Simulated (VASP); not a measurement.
Wanted: the native input for a VASP 6.6.1 run.

```
Task                   : single point
Functional             : PBEsol
Dispersion             : D4
Potentials or basis    : VASP PAW PBE potentials, release 64 (Mo_sv, S)
Cutoff                 : 520 eV
k mesh                 : 10 × 10 × 1
Occupations            : fermi-dirac, width 0.05 eV
Spin                   : no spin polarisation
Dipole correction      : no
Further INCAR settings : ALGO = Normal; EDIFF = 1e-06; NBANDS = 64
```

The structure of MoS2 lies in POSCAR:

```
MoS2
1.0
    3.1231408063      0.0000000000      0.0000000000
   -1.5615704031      2.7047192779      0.0000000000
    0.0000000000      0.0000000000     32.8856311416
Mo S
4 8
Direct
    0.3333333333      0.6666666667      0.0906121985
    0.3333333333      0.6666666667      0.7279990117
    0.6666666667      0.3333333333      0.2720009883
    0.6666666667      0.3333333333      0.9093878015
    0.6666666667      0.3333333333      0.0431443501
    0.6666666667      0.3333333333      0.6805234658
    0.3333333333      0.6666666667      0.2245040354
    0.3333333333      0.6666666667      0.8619198791
    0.6666666667      0.3333333333      0.1380801209
    0.6666666667      0.3333333333      0.7754959646
    0.3333333333      0.6666666667      0.3194765342
    0.3333333333      0.6666666667      0.9568556499
```

The input as run:

INCAR

```
SYSTEM = MoS2
  ALGO = Normal
  EDIFF = 1E-6
  ENCUT = 520
  GGA = PS
  ISIF = 2
  ISMEAR = -1
  IVDW = 13
  LASPH = .True.
  LCHARG = .False.
  LREAL = .False.
  LWAVE = .False.
  NBANDS = 64
  NELM = 60
  PREC = Accurate
  SIGMA = 0.05
```

KPOINTS

```
k-points
0
Gamma
  10 10 1
  0 0 0
```

Potentials or basis: VASP PAW PBE potentials, release 64 (Mo_sv, S).

Launch:

```bash
$ cat potpaw_PBE.64/Mo_sv/POTCAR potpaw_PBE.64/S/POTCAR > POTCAR
$ mpirun -np 1 vasp_std > vasp.out
```

It gave:

| Item | Value |
| --- | --- |
| Largest force | 0.005 eV/Å |
| Band gap on the k mesh | 0.86 eV, indirect (least direct gap 2.00 eV) |
| Dispersion energy per atom | -0.237 eV |

Caveat: the PAW data sets were made with another functional, which shifts forces and pressure a little.

It took 4 min on 1 thread of AMD EPYC 9R45 96-Core Processor (Zen 5), on a shared host, peak memory 0.44 GiB.
